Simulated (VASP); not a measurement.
# Zn (I4/mmm) in VASP: single point with PBE

Aim: the single point of Zn with PBE.

Program: VASP 6.6.1. These are calculated values, not measurements. Logs are shortened: lines on timing, memory, paths and dates and some standing lists are left out, and cuts for length are marked.

## (1) The cell of the first run

Symmetry: I4/mmm, No. 139, tetragonal system. The conventional cell has a = 2.748 Å, b = 2.748 Å, c = 3.651 Å, α = 90.00°, β = 90.00°, γ = 90.00°. Within 3.5 Å of Zn (site symmetry 4/mmm) lie 12 Zn at 2.67 to 2.75 Å.

## (2) Single point, PBE (strained)

Input file INCAR:

```
  ALGO = Fast
  EDIFF = 1E-6
  ENCUT = 520
  GGA = PE
  ISIF = 2
  ISMEAR = 0
  LASPH = T
  LCHARG = F
  LREAL = F
  LWAVE = F
  NBANDS = 12
  NELM = 60
  PREC = Accurate
  SIGMA = 0.1
```

Input file KPOINTS:

```
k-points
0
Gamma
  16 16 16
```

Input file POSCAR:

```
Zn
1.0
    0.0000000000      1.9433206461      1.9433206461
    1.8254340861      0.0000000000      1.9433206461
    1.8254340861      1.9433206461      0.0000000000
Zn
1
Direct
    0.0000000000      0.0000000000      0.0000000000
```

Potentials or basis: VASP PAW PBE potentials, release 64 (Zn).

Run with:

```
$ cat potpaw_PBE.64/Zn/POTCAR > POTCAR
$ mpirun -np 1 vasp_std > vasp.out
```

OUTCAR:

```text
EDIFF = 1E-6
   ENCUT = 520
   GGA = PE
   ISIF = 2
   ISMEAR = 0
   LASPH = T
   LREAL = F
   NELM = 60
   PREC = Accurate

 ion  position               nearest neighbor table
   1  0.000  0.000  0.000-

  LATTYP: Found a body centered tetragonal cell.
 ALAT       =     2.7482704138
 C/A-ratio  =     1.3284239258

  Lattice vectors:

 A1 = (  -1.8254340861,   0.0000000000,  -1.9433206461)
 A2 = (  -1.8254340861,   0.0000000000,   1.9433206461)
 A3 = (   1.8254340861,   1.9433206461,   0.0000000000)

Analysis of symmetry for initial positions (statically):
=====================================================================
 Subroutine PRICEL returns:
 Original cell was already a primitive cell.

 Routine SETGRP: Setting up the symmetry group for a
 body centered tetragonal supercell.

 Subroutine GETGRP returns: Found 16 space group operations
 (whereof 16 operations were pure point group operations)
 out of a pool of 16 trial point group operations.

The static configuration has the point symmetry D_4h.

Analysis of symmetry for dynamics (positions and initial velocities):
=====================================================================
 Subroutine PRICEL returns:
 Original cell was already a primitive cell.

 Routine SETGRP: Setting up the symmetry group for a
 body centered tetragonal supercell.

 Subroutine GETGRP returns: Found 16 space group operations
 (whereof 16 operations were pure point group operations)
 out of a pool of 16 trial point group operations.

The dynamic configuration has the point symmetry D_4h.

 Subroutine INISYM returns: Found 16 space group operations
 (whereof 16 operations are pure point group operations),
 and found     1 'primitive' translations

----------------------------------------------------------------------------------------

                                     Primitive cell

  volume of cell :      13.7875

  direct lattice vectors                    reciprocal lattice vectors
     0.000000000  1.943320646  1.943320646    -0.273907452  0.257291560  0.257291560
     1.825434086  0.000000000  1.943320646     0.273907452 -0.257291560  0.257291560
     1.825434086  1.943320646  0.000000000     0.273907452  0.257291560 -0.257291560

  length of vectors
     2.748270414  2.666215433  2.666215433     0.455437357  0.455437357  0.455437357

  position of ions in fractional coordinates (direct lattice)
     0.000000000  0.000000000  0.000000000

  ion indices of the primitive-cell ions
   primitive index   ion index
                 1           1

----------------------------------------------------------------------------------------

 KPOINTS: k-points

Automatic generation of k-mesh.
 Grid dimensions read from file:
 generate k-points for:   16   16   16

 Generating k-lattice:

  Cartesian coordinates                     Fractional coordinates (reciprocal lattice)
    -0.017119216  0.016080722  0.016080722     0.062500000  0.000000000  0.000000000
     0.017119216 -0.016080722  0.016080722     0.000000000  0.062500000  0.000000000
     0.017119216  0.016080722 -0.016080722     0.000000000  0.000000000  0.062500000

  Length of vectors
     0.028464835  0.028464835  0.028464835

  Shift w.r.t. Gamma in fractional coordinates (k-lattice)
     0.000000000  0.000000000  0.000000000

 Subroutine IBZKPT returns following result:
 ===========================================

 Found    349 irreducible k-points:

 Following reciprocal coordinates:
            Coordinates               Weight
  0.000000  0.000000  0.000000      1.000000
  0.062500  0.000000  0.000000      8.000000
  0.125000  0.000000  0.000000      8.000000
  0.187500 -0.000000 -0.000000      8.000000
  0.250000  0.000000  0.000000      8.000000
  0.312500 -0.000000 -0.000000      8.000000
[... 16 lines left out ...]
 -0.125000  0.062500  0.000000     16.000000
 -0.062500  0.062500  0.000000      8.000000
 [... further k-points ...]
   k-points           NKPTS =    349   k-points in BZ     NKDIM =    349   number of bands    NBANDS=     12
   number of dos      NEDOS =    301   number of ions     NIONS =      1
   total plane-waves  NPLWV =   8000
   dimension x,y,z NGX =    20 NGY =   20 NGZ =   20
   dimension x,y,z NGXF=    40 NGYF=   40 NGZF=   40
   ions per type =               1
   NGX,Y,Z   is equivalent  to a cutoff of  12.10, 12.47, 12.47 a.u.
   NGXF,Y,Z  is equivalent  to a cutoff of  24.20, 24.94, 24.94 a.u.
 SYSTEM =  unknown system
   PREC   = accura    normal or accurate (medium, high low for compatibility)
   ISTART =      0    job   : 0-new  1-cont  2-samecut
   ICHARG =      2    charge: 1-file 2-atom 10-const
   ISPIN  =      1    spin polarized calculation?
   LNONCOLLINEAR =      F non collinear calculations
   LSORBIT =      F    spin-orbit coupling
   LASPH  =      T    aspherical Exc in radial PAW
   ENCUT  =  520.0 eV  38.22 Ry    6.18 a.u.   5.11  4.96  4.96*2*pi/ulx,y,z
   NELM   =     60;   NELMIN=  2; NELMDL= -5     # of ELM steps
   EDIFF  = 0.1E-05   stopping-criterion for ELM
   LREAL  =      F    real-space projection
   EDIFFG = 0.1E-04   stopping-criterion for IOM
   NSW    =      0    number of steps for IOM
   IBRION =     -1    ionic relax: 0-MD 1-quasi-New 2-CG
   NFREE  =      0    steps in history (QN), initial steepest desc. (CG)
   ISIF   =      2    stress and relaxation
   ISYM   =      2    0-nonsym 1-usesym 2-fastsym
   POTIM  = 0.5000    time-step for ionic-motion
   TEBEG  =    0.0;   TEEND  =   0.0 temperature during run
   PSTRESS=    0.0 pullay stress
   NELECT =      12.0000    total number of electrons
   NUPDOWN=      -1.0000    fix difference up-down
   EMIN   =  10.00;   EMAX   =-10.00  energy-range for DOS
   EFERMI =   0.00;   METHOD = LEGACY
   ISMEAR =     0;   SIGMA  =   0.10  broadening in eV -4-tet -1-fermi 0-gaus
   EFERMI_NEDOS =   21; number of points for ismear=-14 and -15
   IALGO  =     68    algorithm
   IMIX   =      4    mixing-type and parameters
     AMIX     =   0.40;   BMIX     =  1.00
     AMIX_MAG =   1.60;   BMIX_MAG =  1.00
  volume/ion in A,a.u.               =      13.79        93.04
  Fermi-wavevector in a.u.,A,eV,Ry     =   1.563052  2.953741 33.240842  2.443133
  Thomas-Fermi vector in A             =   2.665880
   LORBIT       =      0    0 simple, 1 ext, 2 COOP (PROOUT), +10 PAW based schemes
   GGA     = PE    functional components
   LHFCALC =     F    Hartree Fock is set to
   AEXX    =    0.0000 exact exchange contribution
   IVDW    =     0    specifies the selected vdW correction
   LEPSILON=     F    determine dielectric tensor
   LRPA    =     F    only Hartree local field effects (RPA)
 non-spin polarized calculation
 RMM-DIIS sequential band-by-band and
 Gauss-broadening in eV      SIGMA  =   0.10
  energy-cutoff  :      520.00
  volume of cell :       13.79
 maximum number of plane-waves:       386
   NGX = 11   NGY =  9   NGZ =  9

 number of electron      12.0000007 magnetization

 Free energy of the ion-electron system (eV)
  ---------------------------------------------------
  ext. energy  EPLUGINS =         0.00000000
  ---------------------------------------------------
  free energy    TOTEN  =        -1.04342256 eV

  energy without entropy =       -1.04191118  energy(sigma->0) =       -1.04266687

 E-fermi :   3.8341     XC(G=0): -12.0866

 val. band max:        3.8325015416   @ k =  -0.3125   0.2500   0.2500
 cond. band min:       3.8373940642   @ k =  -0.1250   0.4375   0.4375
 fundamental gap:      0.0048925226
 Fermi energy:         3.8340865546

 k-point     1 :       0.0000    0.0000    0.0000
  band No.  band energies     occupation
      1      -7.3494      2.00000
      2      -4.1517      2.00000
      3      -4.1517      2.00000
      4      -3.9704      2.00000
      5      -3.7273      2.00000
      6      -3.5670      2.00000
      7      23.3749      0.00000
      8      23.4880      0.00000
      9      23.5395      0.00000
     10      23.5395      0.00000
     11      26.1302      0.00000
     12      26.1646      0.00000

 k-point     2 :       0.0625    0.0000    0.0000
  band No.  band energies     occupation
      1      -7.2230      2.00000
      2      -4.1527      2.00000
      3      -4.1356      2.00000
      4      -3.9665      2.00000
      5      -3.7291      2.00000
      6      -3.5742      2.00000
      7      21.1031      0.00000
      8      23.0074      0.00000
      9      23.0320      0.00000
     10      23.4799      0.00000
     11      26.7342      0.00000
     12      26.8719      0.00000

 k-point     3 :       0.1250    0.0000    0.0000
  band No.  band energies     occupation
      1      -6.8510      2.00000
      2      -4.1590      2.00000
      3      -4.0981      2.00000
      4      -3.9487      2.00000
      5      -3.7251      2.00000
      6      -3.5898      2.00000
      7      17.8404      0.00000
      8      22.1009      0.00000
      9      22.3403      0.00000
     10      23.4023      0.00000
     11      27.9315      0.00000
     12      28.4971      0.00000
[... 286 lines left out ...]
 k-point    23 :      -0.1250    0.0625    0.0000
  band No.  band energies     occupation
      1      -6.5555      2.00000
      2      -4.1765      2.00000
      3      -4.0550      2.00000
      4      -3.9468      2.00000
      5      -3.7051      2.00000
      6      -3.5991      2.00000
      7      16.7620      0.00000
      8      19.1159      0.00000
      9      23.4974      0.00000
     10      24.2943      0.00000
     11      26.6881      0.00000
     12      27.4718      0.00000

 k-point    24 :      -0.0625    0.0625    0.0000
  band No.  band energies     occupation
      1      -7.0075      2.00000
      2      -4.1584      2.00000
      3      -4.0979      2.00000
      4      -3.9708      2.00000
      5      -3.7213      2.00000
      6      -3.5904      2.00000
      7      19.8744      0.00000
      8      20.1710      0.00000
      9      23.8082      0.00000
     10      23.8623      0.00000
     11      26.4326      0.00000
     12      27.6503      0.00000

 [... further k-points ...]

------------------------ aborting loop because EDIFF is reached ----------------------------------------

  FORCE on cell =-STRESS in cart. coord.  units (eV):
  Direction    XX          YY          ZZ          XY          YZ          ZX
  --------------------------------------------------------------------------------------
  -------------------------------------------------------------------------------------
  Total        0.9036706      0.7109617      0.7109617      0.0000000      0.0000000      0.0000000
  in kB      105.0112080     82.6174358     82.6174358      0.0000000      0.0000000      0.0000000
  external PRESSURE =      90.0820265 kB  Pullay stress =       0.0000000 kB

 VOLUME and BASIS-vectors are now :
 -----------------------------------------------------------------------------
  energy-cutoff  :      520.00
  volume of cell :       13.79
      direct lattice vectors                 reciprocal lattice vectors
     0.000000000  1.943320646  1.943320646    -0.273907452  0.257291560  0.257291560
     1.825434086  0.000000000  1.943320646     0.273907452 -0.257291560  0.257291560
     1.825434086  1.943320646  0.000000000     0.273907452  0.257291560 -0.257291560

 POSITION                                       TOTAL-FORCE (eV/Angst)
 -----------------------------------------------------------------------------------
      0.00000      0.00000      0.00000         0.000000      0.000000      0.000000
 -----------------------------------------------------------------------------------
    total drift:                                0.000000      0.000000      0.000000

  FREE ENERGIE OF THE ION-ELECTRON SYSTEM (eV)
  ---------------------------------------------------
  free  energy   TOTEN  =        -1.0434225572 eV

  energy  without entropy=       -1.0419111812  energy(sigma->0) =       -1.04266687
```

Wall time 21 s (1 thread of Intel Xeon 6975P-C (Granite Rapids), shared host); peak memory 0.16 GiB.

Results:

```yaml
Free_energy: -1.0434 eV
Pressure: 9.0 GPa
Band_gap_on_the_k_mesh: zero (band 6 reaches 6.07 eV, above the bottom of band 7 at 2.60 eV)
```

Levels at points of the mesh, in eV from the Fermi level:
```tsv
k point	band 3	band 4	band 5	band 6	band 7	band 8	band 9	band 10
(0.00, 0.00, 0.00)	-7.99	-7.80	-7.56	-7.40	19.54	19.65	19.71	19.71
(0.50, 0.00, 0.00)	-7.85	-7.18	-7.10	-3.35	-1.23	15.48	16.44	19.04
(0.50, 0.50, 0.00)	-7.16	-7.11	-7.01	-1.64	1.53	9.23	9.54	13.11
(0.00, 0.50, 0.50)	-7.15	-7.05	-7.05	-0.49	3.17	8.01	8.01	11.95
```

Caveat: the cell differs from its parent crystal (strained).
